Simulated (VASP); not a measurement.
# RbAsH2O4 (Fdd2) in VASP: single point with PBE

Aim: the single point of RbAsH2O4 with PBE.

Everything below comes from runs of VASP 6.6.1. Logs are shortened: lines on timing, memory, paths and dates and some standing lists are left out, and cuts for length are marked.

## 1. The cell of the first run

Symmetry: Fdd2, No. 43, orthorhombic system. The conventional cell has a = 10.662 Å, b = 10.790 Å, c = 7.236 Å, α = 90.00°, β = 90.00°, γ = 90.00°. Within 1.4 Å of O (site symmetry 1) lie 1 H at 1.06 Å. O (site symmetry 1) has 1 As at 1.51 Å and 1 O at 1.63 Å and 1 H at 1.98 Å within 2.0 Å. Within 2.0 Å of As (site symmetry 2) lie 4 O at 1.51 to 1.58 Å. Within 1.4 Å of H (site symmetry 1) lie 1 O at 1.06 Å. Within 4.3 Å of Rb (site symmetry 2) lie 8 H at 2.51 to 4.23 Å and 16 O at 2.98 to 4.27 Å and 6 As at 3.50 to 4.25 Å and 4 Rb at 4.20 Å.

## 2. Single point, PBE

Input file INCAR:

```
SYSTEM = RbAsH2O4
PREC = Accurate ; ENCUT = 520
EDIFF = 1E-6 ; ISMEAR = -1
SIGMA = 0.1 ; LREAL = Auto
LASPH = .TRUE. ; NELM = 100
ALGO = Normal ; ISIF = 2
LWAVE = .FALSE. ; LCHARG = .FALSE.
GGA = PE ; NBANDS = 54
```

Input file KPOINTS:

```
Automatic mesh
0
G
  5 5 5
  0 0 0
```

Input file POSCAR:

```
RbAsH2O4
1.0
    0.0000000000      5.3312190000      3.6177550000
    0.0000000000     -5.3312190000      3.6177550000
    5.3951610000      0.0000000000     -3.6177550000
O As H Rb
8 2 4 2
Direct
    0.2758000000      0.0476000000      0.0566000000
    0.9910000000      0.2192000000      0.9434000000
    0.9692000000      0.2410000000      0.4434000000
    0.7976000000      0.5258000000      0.5566000000
    0.9748000000      0.0312000000      0.2292000000
    0.8020000000      0.7456000000      0.7708000000
    0.4956000000      0.0520000000      0.2708000000
    0.7812000000      0.2248000000      0.7292000000
    0.0000000000      0.0000000000      0.0000000000
    0.7500000000      0.2500000000      0.5000000000
    0.2784000000      0.9150000000      0.9128000000
    0.0022000000      0.3656000000      0.0872000000
    0.1156000000      0.2522000000      0.5872000000
    0.6650000000      0.5284000000      0.4128000000
    0.5165000000      0.5165000000      0.0000000000
    0.2665000000      0.7665000000      0.5000000000
```

Potentials or basis: VASP PAW PBE potentials, release 64 (O, As, H, Rb_sv).

Launch:

```bash
cat potpaw_PBE.64/O/POTCAR potpaw_PBE.64/As/POTCAR potpaw_PBE.64/H/POTCAR potpaw_PBE.64/Rb_sv/POTCAR > POTCAR
mpirun -np 1 vasp_std > vasp.out
```

OUTCAR:

```text
SYSTEM = RbAsH2O4
   PREC = Accurate
   ENCUT = 520
   EDIFF = 1E-6
   ISMEAR = -1
   LREAL = Auto
   LASPH = .TRUE.
   NELM = 100
   ISIF = 2
   GGA = PE

 ion  position               nearest neighbor table
   1  0.276  0.048  0.057-  11 1.06   9 1.58   7 1.63  15 3.04  16 3.47  16 3.86
   2  0.991  0.219  0.943-  12 1.06   9 1.58   8 1.63  15 3.04  16 3.47  16 3.86
   3  0.969  0.241  0.443-  13 1.06  10 1.58   5 1.63  16 3.04  15 3.47  15 3.86
   4  0.798  0.526  0.557-  14 1.06  10 1.58   6 1.63  16 3.04  15 3.47  15 3.86
   5  0.975  0.031  0.229-   9 1.51   3 1.63  15 2.98  16 3.42
   6  0.802  0.746  0.771-   9 1.51   4 1.63  15 2.98  16 3.42
   7  0.496  0.052  0.271-  10 1.51   1 1.63  16 2.98  15 3.42
   8  0.781  0.225  0.729-  10 1.51   2 1.63  16 2.98  15 3.42
   9  0.000  0.000  0.000-   5 1.51   6 1.51   1 1.58   2 1.58  15 3.50  15 3.74  16 4.15  16 4.15
                            16 4.25  16 4.25
  10  0.750  0.250  0.500-   7 1.51   8 1.51   4 1.58   3 1.58  16 3.50  16 3.74  15 4.15  15 4.15
                            15 4.25  15 4.25
  11  0.278  0.915  0.913-   1 1.06  16 2.51
  12  0.002  0.366  0.087-   2 1.06  16 2.51
  13  0.116  0.252  0.587-   3 1.06  15 2.51
  14  0.665  0.528  0.413-   4 1.06  15 2.51
  15  0.517  0.517  0.000-  13 2.51  14 2.51   5 2.98   6 2.98   2 3.04   1 3.04   7 3.42   8 3.42
                             3 3.47   4 3.47   9 3.50   9 3.74   4 3.86   3 3.86  10 4.15  10 4.15
  16  0.267  0.767  0.500-  11 2.51  12 2.51   8 2.98   7 2.98   3 3.04   4 3.04   6 3.42   5 3.42
                             2 3.47   1 3.47  10 3.50  10 3.74   1 3.86   2 3.86   9 4.15   9 4.15

  LATTYP: Found a face centered orthorhombic cell.
 ALAT       =     7.2355100000
 B/A-ratio  =     1.4736263235
 C/A-ratio  =     1.4913008205

  Lattice vectors:

 A1 = (   5.3951610000,  -5.3312190000,   0.0000000000)
 A2 = (   5.3951610000,   0.0000000000,   3.6177550000)
 A3 = (   0.0000000000,  -5.3312190000,   3.6177550000)

Analysis of symmetry for initial positions (statically):
=====================================================================
 Subroutine PRICEL returns:
 Original cell was already a primitive cell.

 Routine SETGRP: Setting up the symmetry group for a
 face centered orthorhombic supercell.

 Subroutine GETGRP returns: Found  4 space group operations
 (whereof  2 operations were pure point group operations)
 out of a pool of  8 trial point group operations.

The static configuration has the point symmetry C_2 .
 The point group associated with its full space group is C_2v.

Analysis of symmetry for dynamics (positions and initial velocities):
=====================================================================
 Subroutine PRICEL returns:
 Original cell was already a primitive cell.

 Routine SETGRP: Setting up the symmetry group for a
 face centered orthorhombic supercell.

 Subroutine GETGRP returns: Found  4 space group operations
 (whereof  2 operations were pure point group operations)
 out of a pool of  8 trial point group operations.

The dynamic configuration has the point symmetry C_2 .
 The point group associated with its full space group is C_2v.

 Subroutine INISYM returns: Found  4 space group operations
 (whereof  2 operations are pure point group operations),
 and found     1 'primitive' translations

----------------------------------------------------------------------------------------

                                     Primitive cell

  volume of cell :     208.1134

  direct lattice vectors                    reciprocal lattice vectors
     0.000000000  5.331219000  3.617755000     0.092675640  0.093787181  0.138207258
     0.000000000 -5.331219000  3.617755000     0.092675640 -0.093787181  0.138207258
     5.395161000  0.000000000 -3.617755000     0.185351281  0.000000000  0.000000000

  length of vectors
     6.442829135  6.442829135  6.495838164     0.191013235  0.191013235  0.185351281

  position of ions in fractional coordinates (direct lattice)
     0.275800000  0.047600000  0.056600000
     0.991000000  0.219200000  0.943400000
     0.969200000  0.241000000  0.443400000
     0.797600000  0.525800000  0.556600000
     0.974800000  0.031200000  0.229200000
     0.802000000  0.745600000  0.770800000
[... 8 lines left out ...]
     0.516500000  0.516500000  0.000000000
     0.266500000  0.766500000  0.500000000

  ion indices of the primitive-cell ions
   primitive index   ion index
                 1           1
                 2           2
                 3           3
                 4           4
                 5           5
                 6           6
[... 8 lines left out ...]
                15          15
                16          16

----------------------------------------------------------------------------------------

 KPOINTS: Automatic mesh

Automatic generation of k-mesh.
 Grid dimensions read from file:
 generate k-points for:    5    5    5

 Generating k-lattice:

  Cartesian coordinates                     Fractional coordinates (reciprocal lattice)
     0.018535128  0.018757436  0.027641452     0.200000000 -0.000000000  0.000000000
     0.018535128 -0.018757436  0.027641452    -0.000000000  0.200000000  0.000000000
     0.037070256  0.000000000  0.000000000     0.000000000  0.000000000  0.200000000

  Length of vectors
     0.038202647  0.038202647  0.037070256

  Shift w.r.t. Gamma in fractional coordinates (k-lattice)
     0.000000000  0.000000000  0.000000000

 Subroutine IBZKPT returns following result:
 ===========================================

 Found     27 irreducible k-points:

 Following reciprocal coordinates:
            Coordinates               Weight
  0.000000  0.000000  0.000000      1.000000
  0.200000  0.000000 -0.000000      8.000000
  0.400000  0.000000 -0.000000      8.000000
  0.200000  0.200000 -0.000000      4.000000
  0.400000  0.200000 -0.000000      8.000000
 -0.400000  0.200000  0.000000      8.000000
[... 16 lines left out ...]
  0.200000  0.000000  0.400000      4.000000
 -0.200000  0.200000  0.400000      4.000000
 [... further k-points ...]
   k-points           NKPTS =     27   k-points in BZ     NKDIM =     27   number of bands    NBANDS=     54
   number of dos      NEDOS =    301   number of ions     NIONS =     16
   total plane-waves  NPLWV = 110592
   dimension x,y,z NGX =    48 NGY =   48 NGZ =   48
   dimension x,y,z NGXF=    96 NGYF=   96 NGZF=   96
   ions per type =               8   2   4   2
   NGX,Y,Z   is equivalent  to a cutoff of  12.39, 12.39, 12.28 a.u.
   NGXF,Y,Z  is equivalent  to a cutoff of  24.77, 24.77, 24.57 a.u.
 SYSTEM =  RbAsH2O4
   PREC   = accura    normal or accurate (medium, high low for compatibility)
   ISTART =      0    job   : 0-new  1-cont  2-samecut
   ICHARG =      2    charge: 1-file 2-atom 10-const
   ISPIN  =      1    spin polarized calculation?
   LNONCOLLINEAR =      F non collinear calculations
   LSORBIT =      F    spin-orbit coupling
   LASPH  =      T    aspherical Exc in radial PAW
   ENCUT  =  520.0 eV  38.22 Ry    6.18 a.u.  11.98 11.98 12.08*2*pi/ulx,y,z
   NELM   =    100;   NELMIN=  2; NELMDL= -5     # of ELM steps
   EDIFF  = 0.1E-05   stopping-criterion for ELM
   LREAL  =      T    real-space projection
   EDIFFG = 0.1E-04   stopping-criterion for IOM
   NSW    =      0    number of steps for IOM
   IBRION =     -1    ionic relax: 0-MD 1-quasi-New 2-CG
   NFREE  =      0    steps in history (QN), initial steepest desc. (CG)
   ISIF   =      2    stress and relaxation
   ISYM   =      2    0-nonsym 1-usesym 2-fastsym
   POTIM  = 0.5000    time-step for ionic-motion
   TEBEG  =    0.0;   TEEND  =   0.0 temperature during run
   PSTRESS=    0.0 pullay stress
   NELECT =      80.0000    total number of electrons
   NUPDOWN=      -1.0000    fix difference up-down
   EMIN   =  10.00;   EMAX   =-10.00  energy-range for DOS
   EFERMI =   0.00;   METHOD = LEGACY
   ISMEAR =    -1;   SIGMA  =   0.10  broadening in eV -4-tet -1-fermi 0-gaus
   EFERMI_NEDOS =   21; number of points for ismear=-14 and -15
   IALGO  =     38    algorithm
   IMIX   =      4    mixing-type and parameters
     AMIX     =   0.40;   BMIX     =  1.00
     AMIX_MAG =   1.60;   BMIX_MAG =  1.00
  volume/ion in A,a.u.               =      13.01        87.78
  Fermi-wavevector in a.u.,A,eV,Ry     =   1.190341  2.249419 19.278261  1.416912
  Thomas-Fermi vector in A             =   2.326428
   LORBIT       =      0    0 simple, 1 ext, 2 COOP (PROOUT), +10 PAW based schemes
   GGA     = PE    functional components
   LHFCALC =     F    Hartree Fock is set to
   AEXX    =    0.0000 exact exchange contribution
   IVDW    =     0    specifies the selected vdW correction
   LEPSILON=     F    determine dielectric tensor
   LRPA    =     F    only Hartree local field effects (RPA)
 non-spin polarized calculation
  energy-cutoff  :      520.00
  volume of cell :      208.11
 maximum number of plane-waves:      5631
   NGX = 23   NGY = 23   NGZ = 25

 number of electron      79.9999995 magnetization

 Free energy of the ion-electron system (eV)
  ---------------------------------------------------
  ext. energy  EPLUGINS =         0.00000000
  ---------------------------------------------------
  free energy    TOTEN  =       -56.49302300 eV

  energy without entropy =      -56.41525979  energy(sigma->0) =      -56.45414139

 E-fermi :   4.0132     XC(G=0):  -8.7425

 val. band max:        3.9540665393   @ k =   0.2000   0.0000  -0.0000
 cond. band min:       4.0918103947   @ k =  -0.2000   0.2000   0.0000
 fundamental gap:      0.1377438554
 Fermi energy:         4.0131950592

 k-point     1 :       0.0000    0.0000    0.0000
  band No.  band energies     occupation
      1     -24.8520      2.00000
      2     -24.8148      2.00000
      3     -21.6014      2.00000
      4     -20.4954      2.00000
      5     -19.6651      2.00000
      6     -19.4517      2.00000
[... 44 lines left out ...]
     51       9.6484      0.00000
     52       9.7556      0.00000
[... 1263 lines left out ...]
     51       9.4296      0.00000
     52       9.6157      0.00000

 [... further k-points ...]

 [bands above 52 left out]

------------------------ aborting loop because EDIFF is reached ----------------------------------------

  FORCE on cell =-STRESS in cart. coord.  units (eV):
  Direction    XX          YY          ZZ          XY          YZ          ZX
  --------------------------------------------------------------------------------------
  -------------------------------------------------------------------------------------
  Total      102.3978652     85.7866780     49.0368757      0.0000000      0.0000000      0.0000000
  in kB      788.3179299    660.4354134    377.5142017      0.0000000      0.0000000      0.0000000
  external PRESSURE =     608.7558483 kB  Pullay stress =       0.0000000 kB

 VOLUME and BASIS-vectors are now :
 -----------------------------------------------------------------------------
  energy-cutoff  :      520.00
  volume of cell :      208.11
      direct lattice vectors                 reciprocal lattice vectors
     0.000000000  5.331219000  3.617755000     0.092675640  0.093787181  0.138207258
     0.000000000 -5.331219000  3.617755000     0.092675640 -0.093787181  0.138207258
     5.395161000  0.000000000 -3.617755000     0.185351281  0.000000000  0.000000000

 POSITION                                       TOTAL-FORCE (eV/Angst)
 -----------------------------------------------------------------------------------
      0.30537      1.21658      0.96522        -9.525341      1.181510      6.523551
      5.08979      4.11463      0.96522         9.525341     -1.181510      6.523551
      2.39221      3.88219      2.77409         9.525341      1.181510      6.523551
      3.00295      1.44903      2.77409        -9.525341     -1.181510      6.523551
      1.23657      5.03054      2.81027         2.056410      6.865527     -6.714139
      4.15859      0.30068      2.81027        -2.056410     -6.865527     -6.714139
[... 8 lines left out ...]
      0.00000      0.00000      3.73714        -0.000000      0.000000      0.667533
      2.69758     -2.66561      1.92826        -0.000000      0.000000      0.667533
 -----------------------------------------------------------------------------------
    total drift:                               -0.000000      0.000000     -0.009786

  FREE ENERGIE OF THE ION-ELECTRON SYSTEM (eV)
  ---------------------------------------------------
  free  energy   TOTEN  =       -56.4930229980 eV

  energy  without entropy=      -56.4152597902  energy(sigma->0) =      -56.45414139
```

Run time: 6.5 min. Hardware: 1 thread of Intel Xeon Platinum 8559C (Emerald Rapids), shared host; peak memory 0.43 GiB.

Results:

- Free energy: -56.4930 eV
- Pressure: 60.9 GPa
- Largest force: 11.605 eV/Å
- Band gap on the k mesh: zero (bands 40 and 41 overlap by 0.03 eV)

Forces in eV/Å, atoms in the order of the input:
```
O   -9.525  1.182  6.524
O    9.525 -1.182  6.524
O    9.525  1.182  6.524
O   -9.525 -1.182  6.524
O    2.056  6.866 -6.714
O   -2.056 -6.866 -6.714
O   -2.056  6.866 -6.714
O    2.056 -6.866 -6.714
As   0.000  0.000  0.229
As   0.000  0.000  0.229
H    2.338 -1.948 -0.258
H   -2.338  1.948 -0.258
H   -2.338 -1.948 -0.258
H    2.338  1.948 -0.258
Rb   0.000  0.000  0.668
Rb   0.000  0.000  0.668
```

Stress tensor (GPa, compression positive):
```
78.83  0.00  0.00
 0.00 66.04  0.00
 0.00  0.00 37.75
```

Levels at points of the mesh, in eV from the Fermi level:
| k point | band 37 | band 38 | band 39 | band 40 | band 41 | band 42 | band 43 | band 44 |
| --- | --- | --- | --- | --- | --- | --- | --- | --- |
| (0.00, 0.00, 0.00) | -1.82 | -1.44 | -0.86 | -0.13 | -0.13 | 1.50 | 1.50 | 2.06 |

Caveat: the cell stands under pressure; forces of over 1 eV/Å act on the atoms, so gaps and moduli don't describe the material at rest.
